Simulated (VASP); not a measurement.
CdS (Hawleyite): relaxation of cell and atoms with SVWN5

CdS (Hawleyite):

```
Cd S
1.0
     0.00000    2.91650    2.91650
     2.91650    0.00000    2.91650
     2.91650    2.91650    0.00000
Cd S
1 1
Direct
  0.00000 0.00000 0.00000
  0.75000 0.75000 0.75000
```

```json
{
  "Program": "VASP 6.6.1",
  "Task": "relaxation of cell and atoms",
  "Functional": "SVWN5",
  "Potentials or basis": "VASP PAW PBE potentials, release 64 (Cd, S)",
  "Cutoff": "600 eV",
  "k mesh": "8 × 8 × 8",
  "Occupations": "fermi-dirac, width 0.05 eV",
  "Spin": "no spin polarisation",
  "Dipole correction": "no",
  "Further INCAR settings": "ALGO = Normal; EDIFF = 1e-06; IBRION = 2; EDIFFG = -0.01; NSW = 60; ISIF = 3"
}
```

The relaxed volume is 24.00 Å³/atom and the relaxed cell is a = 4.079 Å, b = 4.079 Å, c = 4.079 Å, α = 60.00°, β = 60.00°, γ = 60.00°. The space group after relaxing (to 0.05 Å) is F-43m (No. 216), the energy gained by relaxing is 5.5 meV/atom and the ionic steps are 3. The pressure after relaxing is 0.0 GPa. The band gap on the k mesh is 0.94 eV, direct.

Step by step:
```
step  energy change (eV)  largest force (eV/Å)  pressure (GPa)  volume (Å³)
   1              0.0000                0.0000           -2.10        49.62
   2             -0.0088                0.0000            0.96        47.32
   3             -0.0109                0.0000           -0.02        47.99
```

Final structure:
```xyz
2
Lattice="0.0000 2.8844 2.8844 2.8844 0.0000 2.8844 2.8844 2.8844 0.0000" Properties=species:S:1:pos:R:3 pbc="T T T"
Cd    0.0000    0.0000    0.0000
S     4.3266    4.3266    4.3266
```

Levels at points of the mesh, in eV from the valence-band top:
```csv
k point,band 5,band 6,band 7,band 8,band 9,band 10,band 11,band 12,band 13
"(0.00, 0.00, 0.00)",-7.36,-7.36,0.00,0.00,0.00,0.94,6.37,6.37,6.37
"(0.50, 0.00, 0.00)",-7.32,-6.95,-4.74,-0.82,-0.82,2.82,6.86,6.86,7.33
"(0.50, 0.50, 0.00)",-7.27,-6.89,-4.22,-2.05,-2.05,3.26,4.20,9.11,10.75
```

It took 20 s on 1 thread of Intel(R) Xeon(R) 6975P-C (Granite Rapids), on a shared host, peak memory 0.19 GiB.

Caveat: the PAW data sets were made with another functional, which shifts forces and pressure a little.
